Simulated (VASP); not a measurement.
# Pd: relaxation of cell and atoms with PBE

Crystal: Pd.

```
Pd
1.0
     0.00000    1.97403    1.97403
     1.97403    0.00000    1.97403
     1.97403    1.97403    0.00000
Pd
1
Direct
  0.00000 0.00000 0.00000
```

```json
{"Program": "VASP 6.6.1", "Task": "relaxation of cell and atoms", "Functional": "PBE", "Potentials or basis": "VASP PAW PBE potentials, release 64 (Pd)", "Cutoff": "600 eV", "k mesh": "18 × 18 × 18", "Occupations": "gaussian, width 0.1 eV", "Spin": "no spin polarisation", "Dipole correction": "no", "Further INCAR settings": "ALGO = Normal; EDIFF = 1e-06; IBRION = 2; EDIFFG = -0.01; NSW = 80; ISIF = 3"}
```

```yaml
Relaxed_volume: 15.29 Å³/atom
Relaxed_cell: a = 2.786 Å, b = 2.786 Å, c = 2.786 Å, α = 60.00°, β = 60.00°, γ = 60.00°
Space_group_after_relaxing_to_0.05_Å: Fm-3m (No. 225)
Energy_gained_by_relaxing: 0.3 meV/atom
Ionic_steps: 3
Pressure_after_relaxing: 0.0 GPa
Band_gap_on_the_k_mesh: zero (band 5 reaches 9.46 eV, above the bottom of band 6 at 7.97 eV)
```

The path:
| step | energy change (eV) | largest force (eV/Å) | pressure (GPa) | volume (Å³) |
| --- | --- | --- | --- | --- |
| 1 | 0.0000 | 0.0000 | -1.08 | 15.38 |
| 2 | 0.0002 | 0.0000 | 1.42 | 15.16 |
| 3 | -0.0003 | 0.0000 | 0.00 | 15.29 |

Final structure:
```yaml
crystal:
  lattice:
    - [0.00000, 1.96980, 1.96980]
    - [1.96980, 0.00000, 1.96980]
    - [1.96980, 1.96980, 0.00000]
  atoms:
    - { symbol: Pd, position: [0.00000, 0.00000, 0.00000] }
```

Levels at points of the mesh, in eV from the Fermi level:
```csv
k point,band 2,band 3,band 4,band 5,band 6,band 7,band 8,band 9
"(0.00, 0.00, 0.00)",-2.68,-2.68,-2.68,-1.16,-1.16,17.17,21.75,21.75
"(0.50, 0.00, 0.00)",-2.72,-2.72,-0.02,-0.02,1.10,7.05,16.52,20.76
"(0.50, 0.50, 0.00)",-4.82,-0.05,0.27,0.27,3.36,10.41,13.02,13.02
```

Run time: 77 s on 1 thread of AMD EPYC 7R43 64-Core Processor (Zen 3) (shared host), peak memory 0.14 GiB.
